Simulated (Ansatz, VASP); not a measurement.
Al: VASP beside Ansatz

```
Al
1.0
     0.00000    1.99575    1.99575
     1.99575    0.00000    1.99575
     1.99575    1.99575    0.00000
Al
1
Direct
  0.00000 0.00000 0.00000
```

Alike in both runs: functional r2SCAN; k mesh 34 × 34 × 34; occupations gaussian, width 0.1 eV; no spin polarisation.

Ansatz relaxed the structure, and its values are those at the end. VASP's run is a single point on that final structure, the one shown.

|  | VASP | Ansatz |
| --- | --- | --- |
| version | VASP 6.6.1 | Ansatz 0.2.0 |
| potentials or method | VASP PAW PBE potentials, release 64 (Al) | scalar-relativistic, plane waves, PAW |
| plane-wave cutoff (eV) | 520 | 500 |
| valence electrons in the cell | 3 | 3 |

VASP gave:

| Property | Result |
| --- | --- |
| gap on the k mesh at the Fermi level (eV) | none |
| pressure (GPa) | -0.2 |

Q: Estimate Ansatz's values.

A: gap on the k mesh at the Fermi level (eV): none; pressure (GPa): 0.0.

VASP's potentials were made for PBE, not for r2SCAN. A gap of «none» marks a metal or a gap that the smearing closes. The functional is the same, so the differences come from potentials, cutoffs and numerics.
